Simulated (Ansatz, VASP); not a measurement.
## Pd: VASP beside Ansatz

```
CELL_PARAMETERS angstrom
2.70419 0.00000 0.00000
0.00000 2.70419 0.00000
0.00000 0.00000 2.70419
ATOMIC_POSITIONS crystal
Pd 0.00000 0.00000 0.00000
```

Alike in both runs: task single point; functional BLYP; k mesh 13 × 13 × 13; occupations fermi-dirac, width 0.05 eV; collinear spin.

|  | VASP | Ansatz |
| --- | --- | --- |
| version | VASP 6.6.1 | Ansatz 0.2.0 |
| potentials or method | VASP PAW PBE potentials, release 64 (Pd), cutoff 520 eV | plane waves (420 eV) with PAW, scalar-relativistic |
| valence electrons in the cell | 10 | 18 |

Ansatz gave:

| Quantity | Value |
| --- | --- |
| pressure (GPa) | -3.7 |
| net moment per atom (μB) | 0.00 |

Task: Estimate VASP's values.

Result: Pressure (GPa): -3.5; net moment per atom (μB): 0.00.

VASP's potentials were made for PBE, not for BLYP. VASP's potentials hold 10 valence electrons a cell and Ansatz's 18, so a difference there can come from the potentials and not from the codes. Ansatz's warnings: seeded moment not kept.
